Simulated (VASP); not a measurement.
## AgCl: electric field gradients with PBE

Crystal: AgCl.

```
Ag Cl
1.0
    -0.01387    2.77315    2.77315
     2.77315   -0.01387    2.77315
     2.75928    2.75928    0.00000
Ag Cl
1 1
Direct
  0.50000 0.50000 0.50000
  0.00000 0.00000 0.00000
```

This cell differs from its parent crystal: xy shear strain of -1 %.

```
Program                : VASP 6.6.1
Task                   : electric field gradients
Functional             : PBE
Potentials or basis    : VASP PAW PBE potentials, release 64 (Ag, Cl)
Cutoff                 : 520 eV
k mesh                 : 9 × 9 × 9
Occupations            : fermi-dirac, width 0.01 eV
Spin                   : no spin polarisation
Dipole correction      : no
Further INCAR settings : ALGO = Normal; EDIFF = 1e-08; NBANDS = 16
```

The pressure is 1.5 GPa, the band gap on the k mesh is 0.95 eV (least direct gap 3.13 eV) and the largest electric field gradient by atom is Ag +1.1; Cl -2.2 V/Å².

Stress tensor (GPa, compression positive):
```
1.47 0.05 0.00
0.05 1.47 0.00
0.00 0.00 1.47
```

Levels at points of the mesh, in eV from the valence-band top:
| k point | band 5 | band 6 | band 7 | band 8 | band 9 | band 10 | band 11 | band 12 | band 13 | band 14 |
| --- | --- | --- | --- | --- | --- | --- | --- | --- | --- | --- |
| (0.00, 0.00, 0.00) | -2.36 | -2.36 | -2.31 | -2.29 | -2.26 | 0.95 | 10.83 | 10.89 | 10.95 | 12.42 |

Electric field gradients, principal values (V/Å²):
```
atom   least  middle  greatest (by size)
1 Ag  -0.017  -1.080               1.097
2 Cl   0.016   2.185              -2.200
```

It took 2.2 min on 1 thread of Intel Xeon 8259CL, on a shared host, peak memory 0.23 GiB.

Caveat: the cell differs from its parent crystal (xy shear strain of -1 %); without QUAD_EFG the Cq values of the log hold for a quadrupole moment of 1 mb, not for the nuclei; an odd mesh through Γ misses points on the zone boundary, where band edges can lie.
